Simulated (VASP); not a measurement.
Crystal: WS.

```xyz
2
Lattice="0.0000 2.3861 2.3861 2.3861 0.0000 2.3861 2.3861 2.3861 0.0000" Properties=species:S:1:pos:R:3 pbc="T T T"
W     0.0000    0.0000    0.0000
S     2.3861    2.3861    2.3861
```

- Program: VASP 6.6.1
- Task: relaxation of cell and atoms
- Functional: PBE
- Potentials or basis: VASP PAW PBE potentials, release 64 (W_sv, S)
- Cutoff: 600 eV
- k mesh: 8 × 8 × 8
- Occupations: gaussian, width 0.1 eV
- Spin: no spin polarisation

At the start: pressure 28.4 GPa; volume 13.59 Å³/atom.

Question: Where does the relaxation end?

Answer: Over 4 steps the energy falls by 129.3 meV/atom and the volume is 15.23 Å³/atom (+12.1 %); space group Fm-3m (No. 225, to 0.05 Å).

The path:
```tsv
step	energy change (eV)	largest force (eV/Å)	pressure (GPa)	volume (Å³)
1	0.0000	0.0000	28.43	27.17
2	0.4518	0.0000	-24.94	37.80
3	-0.2576	0.0000	-1.47	30.65
4	-0.2587	0.0000	-0.23	30.45
```

Final structure:
```
W S
1.0
     0.00000    2.47857    2.47857
     2.47857    0.00000    2.47857
     2.47857    2.47857    0.00000
W S
1 1
Direct
  0.00000 0.00000 0.00000
  0.50000 0.50000 0.50000
```
